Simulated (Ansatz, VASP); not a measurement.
# SiNi: VASP beside Ansatz

INCAR

```
PREC = Accurate
ENCUT = 600
EDIFF = 1E-6
ISMEAR = -1
SIGMA = 0.1
LREAL = False
LASPH = True
NELM = 150
ALGO = Normal
ISIF = 3
LWAVE = False
LCHARG = False
ISPIN = 2
MAGMOM = 0 0 0 0 1 1 1 1
LORBIT = 11
LMAXMIX = 4
GGA = PS
IBRION = 2
NSW = 80
EDIFFG = -0.01
```

The input KPOINTS:

```
regular mesh
0
Gamma
  7 7 7
```

The input POSCAR:

```
SiNi
1.0
    4.4967800000      0.0000000000      0.0000000000
    0.0000000000      4.4967800000      0.0000000000
    0.0000000000      0.0000000000      4.4967800000
Si Ni
4 4
Direct
    0.8601000000      0.8601000000      0.8601000000
    0.6399000000      0.1399000000      0.3601000000
    0.3601000000      0.6399000000      0.1399000000
    0.1399000000      0.3601000000      0.6399000000
    0.1470000000      0.1470000000      0.1470000000
    0.3530000000      0.8530000000      0.6470000000
    0.6470000000      0.3530000000      0.8530000000
    0.8530000000      0.6470000000      0.3530000000
```

Input for Ansatz:

```yaml
crystal:
  lattice:
    - [4.49678, 0.0, 0.0]
    - [0.0, 4.49678, 0.0]
    - [0.0, 0.0, 4.49678]
  atoms:
    - { symbol: Si, position: [0.8601, 0.8601, 0.8601] }
    - { symbol: Si, position: [0.6399, 0.1399, 0.3601] }
    - { symbol: Si, position: [0.3601, 0.6399, 0.1399] }
    - { symbol: Si, position: [0.1399, 0.3601, 0.6399] }
    - { symbol: Ni, position: [0.147, 0.147, 0.147] }
    - { symbol: Ni, position: [0.353, 0.853, 0.647] }
    - { symbol: Ni, position: [0.647, 0.353, 0.853] }
    - { symbol: Ni, position: [0.853, 0.647, 0.353] }
basis:
  ecutwfc: 450.0
kpoints:
  mp_grid:
    grid: [7, 7, 7]
hamiltonian:
  xc: pbesol
  dispersion: none
magnetization:
  spin_polarized: true
  per_species:
    Ni: 1.0
scf:
  occupations:
    method: fermi_dirac
relax:
  cell: {}
```

Alike in both runs: task relaxation of cell and atoms; functional PBEsol; k mesh 7 × 7 × 7; collinear spin.

|  | VASP | Ansatz |
| --- | --- | --- |
| version | VASP 6.6.1 | Ansatz 0.2.0 |
| potentials or method | VASP PAW PBE potentials, release 64 (Si, Ni), cutoff 600 eV | plane waves, PAW |
| occupations | fermi-dirac, width 0.1 eV | fermi-dirac |
| valence electrons in the cell | 56 | 88 |

VASP gave:

- net moment per atom (μB): 0.00
- relaxed volume (Å³/atom): 11.17
- relaxed length of the cell vector where the two differ most in proportion (Å): 4.470

Problem. What did Ansatz give for the same quantities?

Solution. net moment per atom (μB): 0.00; relaxed volume (Å³/atom): 11.15; relaxed length of the cell vector where the two differ most in proportion (Å): 4.468.

VASP's potentials were made for PBE, not for PBEsol. VASP's potentials hold 56 valence electrons a cell and Ansatz's 88, so a difference there can come from the potentials and not from the codes. Ansatz's warnings: seeded moment not kept.
